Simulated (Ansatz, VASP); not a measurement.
Given: the input of a run of Ansatz 0.2.0 on Sc.

Contents of input.yaml:

```yaml
crystal:
  lattice:
    - [3.2414504337, 0.0, 0.0]
    - [-1.6207252169, 2.8071784207, 0.0]
    - [0.0, 0.0, 5.1656514271]
  atoms:
    - { symbol: Sc, position: [0.6666666667, 0.3333333333, 0.75] }
    - { symbol: Sc, position: [0.3333333333, 0.6666666667, 0.25] }
kpoints:
  mp_grid: { grid: [9, 9, 5] }
scf:
  occupations: { method: gaussian, width: 0.05 }
hamiltonian:
  xc: lda
  pseudopotentials: { kind: all_electron, lapw: { basis_error: 0.001 } }
output:
  forces: true
  stress: true
  eigenvalues: true
```

Potentials or basis: all-electron LAPW, scalar-relativistic.

Command:

```sh
$ ansatz run input.yaml --threads 1 --pin off --max-ram 3072MiB --backend cpu --events-out ev --progress --plain --runs-dir out
```

Translate it to VASP 6.6.1. Potentials there: VASP PAW LDA potentials, release 64 (Sc_sv).

As run (the cutoff follows the program's own potentials):

The input INCAR:

```
PREC = Accurate
ENCUT = 520
EDIFF = 1E-6
ISMEAR = 0
SIGMA = 0.05
LREAL = False
LASPH = True
NELM = 80
ALGO = Normal
ISIF = 2
LWAVE = False
LCHARG = True
GGA = CA
LELF = True
LVHAR = True
NBANDS = 18
```

Contents of KPOINTS:

```
regular mesh
0
Gamma
  9 9 5
```

POSCAR

```
Sc
1.0
    3.2414504337      0.0000000000      0.0000000000
   -1.6207252169      2.8071784207      0.0000000000
    0.0000000000      0.0000000000      5.1656514271
Sc
2
Direct
    0.6666666667      0.3333333333      0.7500000000
    0.3333333333      0.6666666667      0.2500000000
```

Potentials or basis: VASP PAW LDA potentials, release 64 (Sc_sv).

Launch:

```bash
$ cat potpaw_LDA.64/Sc_sv/POTCAR > POTCAR
$ mpirun -np 1 vasp_std > vasp.out
```

Both were run:

|  | VASP | Ansatz | Ansatz less VASP |
| --- | --- | --- | --- |
| gap on the k mesh at the Fermi level (eV) | none | none | - |
| pressure (GPa) | -2.3 | -2.4 | -0.05 |
| traceless stress, the component that is largest in VASP (GPa) | -1.41 | -1.41 | -0.005 |

LDA's correlation is that of Perdew and Zunger in VASP and of Perdew and Wang (1992) in Ansatz. A gap of «none» marks a metal or a gap that the smearing closes. Ansatz ran all-electron here, and VASP with PAW potentials.
